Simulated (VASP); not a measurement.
# La2S3O12 (R-3c) in VASP: electric field gradients with r2SCAN

Aim: the electric field gradients of La2S3O12 with r2SCAN.

All numbers are computed with VASP 6.6.1; they aren't measurements. Logs are shortened: lines on timing, memory, paths and dates and some standing lists are left out, and cuts for length are marked.

## 1. The cell of the first run

It takes space group R-3c (No. 167, trigonal). Conventional cell: a = 9.684 Å, b = 9.684 Å, c = 24.606 Å, α = 90.00°, β = 90.00°, γ = 120.00°. Within 3.1 Å of La (site symmetry 3) lie 6 O at 2.38 to 2.42 Å. Within 2.0 Å of S (site symmetry 2) lie 4 O at 1.48 to 1.49 Å. Within 2.0 Å of O (site symmetry 1) lie 1 S at 1.49 Å. Within 2.0 Å of O (site symmetry 1) lie 1 S at 1.48 Å.

## 2. Electric field gradients, r2SCAN

File POSCAR:

```
La2S3O12
1.0
    4.8421166743      2.7955973654      8.2019223967
   -4.8421166743      2.7955973654      8.2019223967
    0.0000000000     -5.5911947307      8.2019223967
La S O
4 6 24
Direct
    0.8550566000      0.8550566000      0.8550566000
    0.3550566000      0.3550566000      0.3550566000
    0.1449434000      0.1449434000      0.1449434000
    0.6449434000      0.6449434000      0.6449434000
    0.0421180700      0.4578819300      0.7500000000
    0.4578819300      0.7500000000      0.0421180700
    0.7500000000      0.0421180700      0.4578819300
    0.5421180700      0.2500000000      0.9578819300
    0.2500000000      0.9578819300      0.5421180700
    0.9578819300      0.5421180700      0.2500000000
    0.0143560400      0.6069856900      0.7748727500
    0.6069856900      0.7748727500      0.0143560400
    0.7748727500      0.0143560400      0.6069856900
    0.5143560400      0.2748727500      0.1069856900
    0.2748727500      0.1069856900      0.5143560400
    0.1069856900      0.5143560400      0.2748727500
    0.9856439600      0.3930143100      0.2251272500
    0.3930143100      0.2251272500      0.9856439600
    0.2251272500      0.9856439600      0.3930143100
    0.4856439600      0.7251272500      0.8930143100
    0.7251272500      0.8930143100      0.4856439600
    0.8930143100      0.4856439600      0.7251272500
    0.9325670000      0.6944716000      0.0999947600
    0.6944716000      0.0999947600      0.9325670000
    0.0999947600      0.9325670000      0.6944716000
    0.4325670000      0.5999947600      0.1944716000
    0.5999947600      0.1944716000      0.4325670000
    0.1944716000      0.4325670000      0.5999947600
    0.0674330000      0.3055284000      0.9000052400
    0.3055284000      0.9000052400      0.0674330000
    0.9000052400      0.0674330000      0.3055284000
    0.5674330000      0.4000052400      0.8055284000
    0.4000052400      0.8055284000      0.5674330000
    0.8055284000      0.5674330000      0.4000052400
```

File INCAR.step1:

```
SYSTEM = La2S3O12
ALGO = Normal
EDIFF = 1E-4
ENCUT = 520
GGA = PE
ISMEAR = -1
LASPH = .True.
LCHARG = .False.
LREAL = Auto
LUSENCCL = .False.
LWAVE = .True.
NBANDS = 135
NELM = 60
PREC = Accurate
SIGMA = 0.02
```

File INCAR.step2:

```
SYSTEM = La2S3O12
ALGO = Normal
EDIFF = 1E-8
ENCUT = 520
ISIF = 2
ISMEAR = -1
ISTART = 1
LASPH = .True.
LCHARG = .False.
LEFG = .True.
LMIXTAU = .True.
LREAL = Auto
LUSENCCL = .False.
LWAVE = .False.
METAGGA = R2SCAN
NBANDS = 135
NELM = 60
PREC = Accurate
SIGMA = 0.02
```

File KPOINTS:

```
k-points
0
Gamma
  3 3 3
  0 0 0
```

Potentials or basis: VASP PAW PBE potentials, release 64 (La, S, O).

Run with:

```
> cat potpaw_PBE.64/La/POTCAR potpaw_PBE.64/S/POTCAR potpaw_PBE.64/O/POTCAR > POTCAR
> cp INCAR.step1 INCAR
> mpirun -np 1 vasp_std > vasp.out
> cp INCAR.step2 INCAR
> mpirun -np 1 vasp_std > vasp.out
```

OUTCAR:

```text
SYSTEM = La2S3O12
   EDIFF = 1E-8
   ENCUT = 520
   ISIF = 2
   ISMEAR = -1
   ISTART = 1
   LASPH = .True.
   LREAL = Auto
   METAGGA = R2SCAN
   NELM = 60
   PREC = Accurate

 ion  position               nearest neighbor table
   1  0.855  0.855  0.855-  24 2.38  23 2.38  25 2.38  11 2.42  13 2.42  12 2.42
   2  0.355  0.355  0.355-  27 2.38  28 2.38  26 2.38  16 2.42  14 2.42  15 2.42
   3  0.145  0.145  0.145-  30 2.38  29 2.38  31 2.38  17 2.42  19 2.42  18 2.42
   4  0.645  0.645  0.645-  33 2.38  34 2.38  32 2.38  22 2.42  20 2.42  21 2.42
   5  0.042  0.458  0.750-  28 1.48  29 1.48  11 1.49  22 1.49
   6  0.458  0.750  0.042-  30 1.48  26 1.48  20 1.49  12 1.49
   7  0.750  0.042  0.458-  27 1.48  31 1.48  13 1.49  21 1.49
   8  0.542  0.250  0.958-  24 1.48  32 1.48  14 1.49  18 1.49
   9  0.250  0.958  0.542-  33 1.48  25 1.48  19 1.49  15 1.49
  10  0.958  0.542  0.250-  23 1.48  34 1.48  16 1.49  17 1.49
  11  0.014  0.607  0.775-   5 1.49   1 2.42
  12  0.607  0.775  0.014-   6 1.49   1 2.42
  13  0.775  0.014  0.607-   7 1.49   1 2.42
  14  0.514  0.275  0.107-   8 1.49   2 2.42
  15  0.275  0.107  0.514-   9 1.49   2 2.42
  16  0.107  0.514  0.275-  10 1.49   2 2.42
[... 16 lines left out ...]
  33  0.400  0.806  0.567-   9 1.48   4 2.38
  34  0.806  0.567  0.400-  10 1.48   4 2.38

  LATTYP: Found a trigonal (rhomboedric) cell.
 ALAT       =     9.9263784694
 COS(alpha) =     0.5240965690

  Lattice vectors:

 A1 = (   4.8421166743,   2.7955973654,   8.2019223967)
 A2 = (  -4.8421166743,   2.7955973654,   8.2019223967)
 A3 = (   0.0000000000,  -5.5911947307,   8.2019223967)

Analysis of symmetry for initial positions (statically):
=====================================================================
 Subroutine PRICEL returns:
 Original cell was already a primitive cell.

 Routine SETGRP: Setting up the symmetry group for a
 trigonal (rhombohedral) supercell.

 Subroutine GETGRP returns: Found 12 space group operations
 (whereof  6 operations were pure point group operations)
 out of a pool of 12 trial point group operations.
[... 223 lines left out ...]
      5     -24.6862      2.00000
      6     -24.6862      2.00000
[... 751 lines left out ...]
    123       4.6867      0.00000
    124       4.6894      0.00000
 [bands above 124 left out]

------------------------ aborting loop because EDIFF is reached ----------------------------------------

  FORCE on cell =-STRESS in cart. coord.  units (eV):
  Direction    XX          YY          ZZ          XY          YZ          ZX
  --------------------------------------------------------------------------------------
  -------------------------------------------------------------------------------------
  Total      -10.0350887    -10.0350887     -9.4310978      0.0000000     -0.0000000     -0.0000000
  in kB      -24.1354288    -24.1354288    -22.6827681      0.0000000     -0.0000000     -0.0000000
  external PRESSURE =     -23.6512086 kB  Pullay stress =       0.0000000 kB

 VOLUME and BASIS-vectors are now :
 -----------------------------------------------------------------------------
  energy-cutoff  :      520.00
  volume of cell :      666.16
      direct lattice vectors                 reciprocal lattice vectors
     4.842116674  2.795597365  8.201922397     0.103260626  0.059617550  0.040640879
    -4.842116674  2.795597365  8.201922397    -0.103260626  0.059617550  0.040640879
     0.000000000 -5.591194731  8.201922397     0.000000000 -0.119235101  0.040640879

 POSITION                                       TOTAL-FORCE (eV/Angst)
 -----------------------------------------------------------------------------------
      0.00000      0.00000     21.03932         0.000000     -0.000000     -0.005556
      0.00000      0.00000      8.73644         0.000000     -0.000000     -0.005556
      0.00000      0.00000      3.56644         0.000000      0.000000      0.005556
      0.00000      0.00000     15.86933         0.000000      0.000000      0.005556
     -2.01318     -2.79560     10.25240        -0.082405     -0.000000      0.000000
     -1.41447      3.14126     10.25240         0.041202      0.071365      0.000000
[... 26 lines left out ...]
     -1.96359      0.19756     14.54173        -0.738902      0.123080     -0.063071
      1.15289      1.60174     14.54173         0.476042      0.578368     -0.063071
 -----------------------------------------------------------------------------------
    total drift:                               -0.000000      0.000000     -0.000000

  FREE ENERGIE OF THE ION-ELECTRON SYSTEM (eV)
  ---------------------------------------------------
  free  energy   TOTEN  =      -389.3036857810 eV

  energy  without entropy=     -389.3036857809  energy(sigma->0) =     -389.30368578

 Electric field gradients (V/A^2)
---------------------------------------------------------------------
 ion       V_xx      V_yy      V_zz      V_xy      V_xz      V_yz
---------------------------------------------------------------------
   1     -17.767   -17.767    35.533    -0.000    -0.000    -0.000
   2     -17.767   -17.767    35.533     0.000     0.000    -0.000
   3     -17.767   -17.767    35.533    -0.000    -0.000    -0.000
   4     -17.767   -17.767    35.533     0.000     0.000    -0.000
   5      -2.118    -0.074     2.192     0.000     0.000     3.327
   6      -0.585    -1.607     2.192    -0.885     2.881    -1.663
[... 26 lines left out ...]
  33     133.426   -69.106   -64.320   -21.186    30.165    -3.598
  34      -0.125    64.445   -64.320    98.292   -18.199   -24.325
---------------------------------------------------------------------

 Electric field gradients after diagonalization (V/A^2)
 (convention: |V_zz| > |V_xx| > |V_yy|)
----------------------------------------------------------------------
 ion       V_xx      V_yy      V_zz     asymmetry (V_yy - V_xx)/ V_zz
----------------------------------------------------------------------
   1     -17.767   -17.767    35.533       0.000
   2     -17.767   -17.767    35.533       0.000
   3     -17.767   -17.767    35.533       0.000
   4     -17.767   -17.767    35.533       0.000
   5      -2.455    -2.118     4.573       0.074
   6      -2.455    -2.118     4.573       0.074
[... 26 lines left out ...]
  33     -71.385   -68.747   140.132       0.019
  34     -71.385   -68.747   140.132       0.019
----------------------------------------------------------------------

           NMR quadrupolar parameters

 Cq : quadrupolar parameter    Cq=e*Q*V_zz/h
 eta: asymmetry parameters     (V_yy - V_xx)/ V_zz
 Q  : nuclear electric quadrupole moment in mb (millibarn)
----------------------------------------------------------------------
 ion       Cq(MHz)       eta       Q (mb)
----------------------------------------------------------------------
   1       0.086       0.000       1.000
   2       0.086       0.000       1.000
   3       0.086       0.000       1.000
   4       0.086       0.000       1.000
   5       0.011       0.074       1.000
   6       0.011       0.074       1.000
[... 26 lines left out ...]
  33       0.339       0.019       1.000
  34       0.339       0.019       1.000
----------------------------------------------------------------------
```

OUTCAR.step1:

```text
SYSTEM = La2S3O12
   EDIFF = 1E-4
   ENCUT = 520
   GGA = PE
   ISMEAR = -1
   LASPH = .True.
[... 1067 lines left out ...]
     -1.41447      3.14126     10.25240         0.073603      0.127484      0.000000
[... 26 lines left out ...]
     -1.96359      0.19756     14.54173         0.008003      0.040807      0.007033
      1.15289      1.60174     14.54173         0.031339     -0.027335      0.007033
 -----------------------------------------------------------------------------------
    total drift:                               -0.000000      0.000000     -0.000000

  FREE ENERGIE OF THE ION-ELECTRON SYSTEM (eV)
  ---------------------------------------------------
  free  energy   TOTEN  =      -237.0928387505 eV

  energy  without entropy=     -237.0928387505  energy(sigma->0) =     -237.09283875
```

It took 6.5 min on 1 × NVIDIA H100 80GB with 1 thread of AMD EPYC 7R13 (Zen 3), shared host; peak memory 2.1 GiB.

What came out:

```yaml
Free_energy: -389.3037 eV
Pressure: -2.4 GPa
Largest_force: 0.752 eV/Å
Band_gap_on_the_k_mesh: 5.59 eV
Largest_electric_field_gradient_by_atom: La +35.5; S +4.6; O +140.9, +140.1 (each value once) V/Å²
```

Forces on the atoms (eV/Å):
```
La   0.000  0.000 -0.006
La   0.000  0.000 -0.006
La   0.000  0.000  0.006
La   0.000  0.000  0.006
S   -0.082  0.000  0.000
S    0.041  0.071  0.000
S    0.041 -0.071  0.000
S   -0.041 -0.071  0.000
S   -0.041  0.071  0.000
S    0.082  0.000  0.000
O    0.329 -0.145 -0.600
O   -0.290 -0.212 -0.600
O   -0.039  0.357 -0.600
O    0.039  0.357 -0.600
O    0.290 -0.212 -0.600
O   -0.329 -0.145 -0.600
O   -0.329  0.145  0.600
O    0.290  0.212  0.600
O    0.039 -0.357  0.600
O   -0.039 -0.357  0.600
O   -0.290  0.212  0.600
O    0.329  0.145  0.600
O    0.476 -0.578  0.063
O   -0.739 -0.123  0.063
O    0.263  0.701  0.063
O   -0.263  0.701  0.063
O    0.739 -0.123  0.063
O   -0.476 -0.578  0.063
O   -0.476  0.578 -0.063
O    0.739  0.123 -0.063
O   -0.263 -0.701 -0.063
O    0.263 -0.701 -0.063
O   -0.739  0.123 -0.063
O    0.476  0.578 -0.063
```

Stress tensor (GPa, compression positive):
```
-2.41  0.00  0.00
 0.00 -2.41  0.00
 0.00  0.00 -2.27
```

Electric field gradients, principal values (V/Å²):
```csv
atom,least,middle,greatest (by size)
1 La,-17.767,-17.767,35.533
2 La,-17.767,-17.767,35.533
3 La,-17.767,-17.767,35.533
4 La,-17.767,-17.767,35.533
5 S,-2.118,-2.455,4.573
6 S,-2.118,-2.455,4.573
7 S,-2.118,-2.455,4.573
8 S,-2.118,-2.455,4.573
9 S,-2.118,-2.455,4.573
10 S,-2.118,-2.455,4.573
11 O,-70.339,-70.589,140.928
12 O,-70.339,-70.589,140.928
13 O,-70.339,-70.589,140.928
14 O,-70.339,-70.589,140.928
15 O,-70.339,-70.589,140.928
16 O,-70.339,-70.589,140.928
17 O,-70.339,-70.589,140.928
18 O,-70.339,-70.589,140.928
19 O,-70.339,-70.589,140.928
20 O,-70.339,-70.589,140.928
21 O,-70.339,-70.589,140.928
22 O,-70.339,-70.589,140.928
23 O,-68.747,-71.385,140.132
24 O,-68.747,-71.385,140.132
25 O,-68.747,-71.385,140.132
26 O,-68.747,-71.385,140.132
27 O,-68.747,-71.385,140.132
28 O,-68.747,-71.385,140.132
29 O,-68.747,-71.385,140.132
30 O,-68.747,-71.385,140.132
31 O,-68.747,-71.385,140.132
32 O,-68.747,-71.385,140.132
33 O,-68.747,-71.385,140.132
34 O,-68.747,-71.385,140.132
```

Caveat: without QUAD_EFG the Cq values of the log hold for a quadrupole moment of 1 mb, not for the nuclei; the PAW data sets were made with another functional, which shifts forces and pressure a little; spin-orbit coupling is left out, which moves the levels of the heavy elements. A k mesh can miss the band edges.
